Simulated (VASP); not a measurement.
A run of VASP 6.6.1:

File INCAR:

```
SYSTEM = TiCdTe3
PREC = Accurate ; ENCUT = 500
EDIFF = 1E-6 ; ISMEAR = 0
SIGMA = 0.05 ; LREAL = .False.
LASPH = .True. ; NELM = 120
ALGO = Normal ; ISIF = 2
LWAVE = .False. ; LCHARG = .False.
GGA = PE ; NBANDS = 29
GGA_COMPAT = .False.
```

Contents of KPOINTS:

```
Automatic mesh
0
Gamma
  4 4 4
  0 0 0
```

The input POSCAR:

```
TiCdTe3
1.0
    5.3932131261      0.0000000000      0.0000000000
    0.0000000000      5.3932131261      0.0000000000
    0.0000000000      0.0000000000      5.3932131261
Cd Ti Te
1 1 3
Direct
    0.0000000000      0.0000000000      0.0000000000
    0.5000000000      0.5000000000      0.5000000000
    0.5000000000      0.5000000000      0.0000000000
    0.5000000000      0.0000000000      0.5000000000
    0.0000000000      0.5000000000      0.5000000000
```

Potentials or basis: VASP PAW PBE potentials, release 64 (Cd, Ti_sv, Te).

Run with:

```sh
$ cat potpaw_PBE.64/Cd/POTCAR potpaw_PBE.64/Ti_sv/POTCAR potpaw_PBE.64/Te/POTCAR > POTCAR
$ mpirun -np 1 vasp_std > vasp.out
```

Hardware: 1 thread of Intel Xeon 8259CL, with other jobs on the host.

Problem. How long does it take, and how much memory?

Solution. Wall time 85 s on 1 thread of Intel Xeon 8259CL (shared host), peak memory 0.26 GiB. Counts: scf iterations 17, k points 10.
